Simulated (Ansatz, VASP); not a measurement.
## ZnGa2 in VASP and in Ansatz

```
Ga Zn
1.0
    -2.00001    3.19518    3.82320
     4.00001    0.00000    0.00000
     2.00001    3.19518   -3.82320
Ga Zn
4 2
Direct
  0.20200 0.15900 0.88400
  0.61600 0.15900 0.29800
  0.79800 0.84100 0.11600
  0.38400 0.84100 0.70200
  0.80700 0.55700 0.69300
  0.19300 0.44300 0.30700
```

Alike in both runs: task single point; functional r2SCAN; k mesh 7 × 7 × 7; occupations gaussian, width 0.026 eV; no spin polarisation.

```csv
,VASP,Ansatz
version,VASP 6.6.1,Ansatz 0.2.0
potentials or method,"VASP PAW PBE potentials, release 64 (Ga_d, Zn), cutoff 520 eV",PAW plane waves
valence electrons in the cell,76,76
```

|  | VASP | Ansatz | Ansatz less VASP |
| --- | --- | --- | --- |
| pressure (GPa) | 7.3 | 7.2 | -0.10 |
| traceless stress, the component that is largest in VASP (GPa) | -2.84 | -2.83 | +0.014 |
| rms of the force components (eV/Å) | 0.271 | 0.268 | -0.0027 |

VASP's potentials were made for PBE, not for r2SCAN. Atom by atom the forces differ by 0.004 eV/Å (rms over components).
